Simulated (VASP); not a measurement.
# AlP (F-43m) in VASP: notebook, part 3 of 4

VASP 6.6.1.

### 5 G0W0 quasiparticle levels, PBE

Input file POSCAR:

```
AlP
1.0
    0.0000000000      2.7315000000      2.7315000000
    2.7315000000      0.0000000000      2.7315000000
    2.7315000000      2.7315000000      0.0000000000
Al P
1 1
Direct
    0.0000000000      0.0000000000      0.0000000000
    0.2500000000      0.2500000000      0.2500000000
```

Input file INCAR.step1:

```
ALGO = Normal
EDIFF = 1E-8
ENCUT = 500
GGA = PE
ISMEAR = 0
LASPH = T
LCHARG = F
LREAL = F
LWAVE = T
NELM = 60
PREC = Accurate
SIGMA = 0.01
```

Input file INCAR.step2:

```
ALGO = Exact
EDIFF = 1E-8
ENCUT = 500
GGA = PE
ISMEAR = 0
ISTART = 1
LASPH = T
LCHARG = F
LOPTICS = T
LREAL = F
LWAVE = T
NBANDS = 778
NELM = 1
PREC = Accurate
SIGMA = 0.01
```

Input file INCAR.step3:

```
ALGO = EVGW0
EDIFF = 1E-8
ENCUT = 500
ENCUTGW = 200
GGA = PE
ISMEAR = 0
ISTART = 1
LASPH = T
LCHARG = F
LREAL = F
LWAVE = F
NBANDS = 778
NBANDSGW = 12
NELMGW = 1
NOMEGA = 48
PREC = Accurate
PRECFOCK = Fast
SIGMA = 0.01
```

Input file KPOINTS:

```
k-points
0
Gamma
  2 2 2
```

Potentials or basis: VASP PAW PBE potentials, release 64 (Al_GW, P_GW).

Run with:

```bash
$ cat potpaw_PBE.64/Al_GW/POTCAR potpaw_PBE.64/P_GW/POTCAR > POTCAR
$ cp INCAR.step1 INCAR
$ mpirun -np 1 vasp_std > vasp.out
$ cp INCAR.step2 INCAR
$ mpirun -np 1 vasp_std > vasp.out
$ cp INCAR.step3 INCAR
$ mpirun -np 1 vasp_std > vasp.out
```

OUTCAR:

```text
EDIFF = 1E-8
   ENCUT = 500
   ENCUTGW = 200
   GGA = PE
   ISMEAR = 0
   ISTART = 1
   LASPH = T
   LREAL = F
   NELMGW = 1
   PREC = Accurate
   PRECFOCK = Fast

 ion  position               nearest neighbor table
   1  0.000  0.000  0.000-   2 2.37   2 2.37   2 2.37   2 2.37
   2  0.250  0.250  0.250-   1 2.37   1 2.37   1 2.37   1 2.37

  LATTYP: Found a face centered cubic cell.
 ALAT       =     5.4630000000

  Lattice vectors:

 A1 = (   0.0000000000,   2.7315000000,   2.7315000000)
 A2 = (   2.7315000000,   0.0000000000,   2.7315000000)
 A3 = (   2.7315000000,   2.7315000000,   0.0000000000)

Analysis of symmetry for initial positions (statically):
=====================================================================
 Subroutine PRICEL returns:
 Original cell was already a primitive cell.

 Routine SETGRP: Setting up the symmetry group for a
 face centered cubic supercell.

 Subroutine GETGRP returns: Found 24 space group operations
 (whereof 24 operations were pure point group operations)
 out of a pool of 48 trial point group operations.

The static configuration has the point symmetry T_d .

Analysis of symmetry for dynamics (positions and initial velocities):
=====================================================================
 Subroutine PRICEL returns:
 Original cell was already a primitive cell.

 Routine SETGRP: Setting up the symmetry group for a
 face centered cubic supercell.

 Subroutine GETGRP returns: Found 24 space group operations
[... 96 lines left out ...]
   ISMEAR =     0;   SIGMA  =   0.01  broadening in eV -4-tet -1-fermi 0-gaus
   EFERMI_NEDOS =   21; number of points for ismear=-14 and -15
   IALGO  =     38    algorithm
   IMIX   =      4    mixing-type and parameters
     AMIX     =   0.40;   BMIX     =  1.00
     AMIX_MAG =   1.60;   BMIX_MAG =  1.00
  volume/ion in A,a.u.               =      20.38       137.53
  Fermi-wavevector in a.u.,A,eV,Ry     =   0.951394  1.797873 12.315314  0.905150
  Thomas-Fermi vector in A             =   2.079860
   LORBIT       =      0    0 simple, 1 ext, 2 COOP (PROOUT), +10 PAW based schemes
   GGA     = PE    functional components
   LHFCALC =     T    Hartree Fock is set to
   PRECFOCK=fast      Normal, Fast or Accurate (Low or Medium for compatibility)
   ENCUT4O =  -1.0   cutoff for four orbital integrals eV
   NKREDX  =     1    reduce k-point grid by
   NKREDY  =     1    reduce k-point grid by
   NKREDZ  =     1    reduce k-point grid by
   AEXX    =    1.0000 exact exchange contribution
   HFSCREEN=    0.0000 screening length (either q_TF or 0.3 A-1)
   HFSCREENC=   0.0000 screening length for correlation (either q_TF or 0.3 A-1)
   ENCUTFOCK=  -1.0 apply spherical cutoff to Coloumb kernel
   IVDW    =     0    specifies the selected vdW correction
   LEPSILON=     F    determine dielectric tensor
   LRPA    =     F    only Hartree local field effects (RPA)
   LRPAFORCE           =     F    calculate RPA forces
   ENCUTGW             = 200.0    cutoff for response function in eV
   ENCUTGWSOFT         = 160.0    soft cutoff for Coulomb kernel in GW response function in eV
   ENCUTLF             =  -1.0    cutoff for local field effects
   NELMGW              =     1    number of iterations in solving QP/BSE equation
   NELMHF              =     1    number of iterations in the inner HF iteration
   NKREDLFX            =     1    NKREDLFY  =   1   NKREDLFZ  =   1
 non-spin polarized calculation
 Gauss-broadening in eV      SIGMA  =   0.01
  energy-cutoff  :      500.00
  volume of cell :       40.76
 maximum number of plane-waves:      1056
  NGX = 16; NGY = 16; NGZ = 16
   NGX = 15   NGY = 15   NGZ = 15
 maximum number of plane-waves:       266

 QP shifts <psi_nk| G(iteration)W_0 |psi_nk>: iteration 1
 for sc-GW calculations column KS-energies equals QP-energies in previous step
 and V_xc(KS)=  KS-energies - (<T + V_ion + V_H > + <T+V_H+V_ion>^1  + <V_x>^1)

 k-point   1 :       0.0000    0.0000    0.0000
  band No.  KS-energies  QP-energies   sigma(KS)   V_xc(KS)     V^pw_x(r,r')   Z            occupation Imag(sigma)

      1      -7.3337      -8.0231     -12.1014     -11.0135     -18.2236       0.6336       2.0000       0.9998
      2       4.2085       3.3372     -13.1589     -12.0053     -15.1917       0.7553       2.0000       0.0916
      3       4.2085       3.3372     -13.1589     -12.0053     -15.1917       0.7553       2.0000       0.0916
      4       4.2085       3.3372     -13.1589     -12.0053     -15.1917       0.7553       2.0000       0.0916
      5       7.4593       7.5390      -9.9504     -10.0556      -4.6603       0.7572       0.0000      -0.1013
      6       8.5419       8.6871      -9.3696      -9.5593      -4.3478       0.7655       0.0000      -0.1173
      7       8.5419       8.6871      -9.3696      -9.5593      -4.3478       0.7655       0.0000      -0.1173
      8       8.5419       8.6871      -9.3696      -9.5593      -4.3478       0.7655       0.0000      -0.1173
      9      12.8239      13.1012      -9.5167      -9.8793      -4.0485       0.7647       0.0000      -0.1541
     10      12.8239      13.1012      -9.5167      -9.8793      -4.0485       0.7647       0.0000      -0.1541
     11      14.3338      13.9583      -7.9535      -7.4658      -2.0015       0.7699       0.0000      -0.4849
     12      16.2502      15.9863      -8.1080      -7.7869      -1.9171       0.8217       0.0000      -0.7125
[... 20 lines left out ...]
      1      -4.8981      -5.7938     -13.4150     -12.1480     -18.5333       0.7069       2.0000       0.8768
      2      -1.2521      -2.2285     -11.5500     -10.2351     -14.5464       0.7426       2.0000       0.1880
      3       2.0252       1.0931     -12.2153     -10.9910     -14.5569       0.7613       2.0000       0.1155
      4       2.0252       1.0931     -12.2153     -10.9910     -14.5569       0.7613       2.0000       0.1155
      5       5.5932       5.4149      -8.3163      -8.0869      -3.6843       0.7774       0.0000      -0.0881
      6       6.4964       6.4956      -8.8854      -8.8844      -4.1873       0.7782       0.0000      -0.0832
      7      15.1262      15.2456      -9.8887     -10.0488      -3.4191       0.7452       0.0000      -0.5636
      8      15.1262      15.2456      -9.8887     -10.0488      -3.4191       0.7452       0.0000      -0.5636
      9      16.1305      16.4347     -10.4539     -10.8607      -4.3956       0.7480       0.0000      -0.2788
     10      16.1305      16.4347     -10.4539     -10.8607      -4.3956       0.7480       0.0000      -0.2788
     11      16.3048      16.3798     -10.6185     -10.7123      -4.2495       0.8001       0.0000      -0.5366
     12      16.8851      17.2110     -10.3747     -10.8131      -4.2278       0.7433       0.0000      -0.3015
```

OUTCAR.step2:

```text
EDIFF = 1E-8
   ENCUT = 500
   GGA = PE
   ISMEAR = 0
[... 588 lines left out ...]
  --------------------------------------------------------------------------------------------------------------
     0.00000    27.30932    27.30932    27.30932     0.00000    -0.00000     0.00000
     4.98227   -18.91827   -18.91827   -18.91827     0.00000     0.00000     0.00000
     9.96454    -4.28047    -4.28047    -4.28047    -0.00000     0.00000     0.00000
    14.94681    -1.29287    -1.29287    -1.29287    -0.00000     0.00000    -0.00000
    19.92907    -0.19629    -0.19629    -0.19629    -0.00000     0.00000    -0.00000
    24.91134     0.21812     0.21812     0.21812    -0.00000     0.00000    -0.00000
[... 92 lines left out ...]
   488.26233     0.99794     0.99794     0.99794    -0.00000     0.00000    -0.00000
   493.24460     0.99798     0.99798     0.99798    -0.00000     0.00000    -0.00000
```

Run time: 59 s. Hardware: 1 thread of Intel Xeon 6975P-C, shared host; peak memory 0.34 GiB.

What came out:

```yaml
Band_gap_on_the_k_mesh_mean-field_level: 1.38 eV, indirect (least direct gap 3.25 eV)
Quasiparticle_gap: 2.08 eV
Least_direct_quasiparticle_gap: 4.20 eV
```

Caveat: the k points lie up to 1.00 Å⁻¹ apart; bands, screening cutoff and mesh are small and nothing is extrapolated, so the quasiparticle values aren't converged.

[end of part 3 of 4]
